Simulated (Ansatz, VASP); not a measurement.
**In in VASP and in Ansatz**

```
In
1.0
     3.34706    0.00000    0.00000
    -1.67353    2.89864    0.00000
     0.00000    0.00000    5.43270
In
2
Direct
  0.33333 0.66667 0.25000
  0.66667 0.33333 0.75000
```

Alike in both runs: task single point; functional revPBE; k mesh 12 × 12 × 7; occupations fermi-dirac, width 0.1 eV; no spin polarisation.

```csv
,VASP,Ansatz
version,VASP 6.6.1,Ansatz 0.2.0
potentials or method,"VASP PAW PBE potentials, release 64 (In_d), cutoff 520 eV","plane waves (420 eV) with PAW, scalar-relativistic"
valence electrons in the cell,26,26
```

|  | VASP | Ansatz | Ansatz less VASP |
| --- | --- | --- | --- |
| pressure (GPa) | 3.1 | 3.1 | +0.03 |
| traceless stress, the component that is largest in VASP (GPa) | -0.44 | -0.44 | 0.000 |

VASP's potentials were made for PBE, not for revPBE. The functional is the same, so the differences come from potentials, cutoffs and numerics.
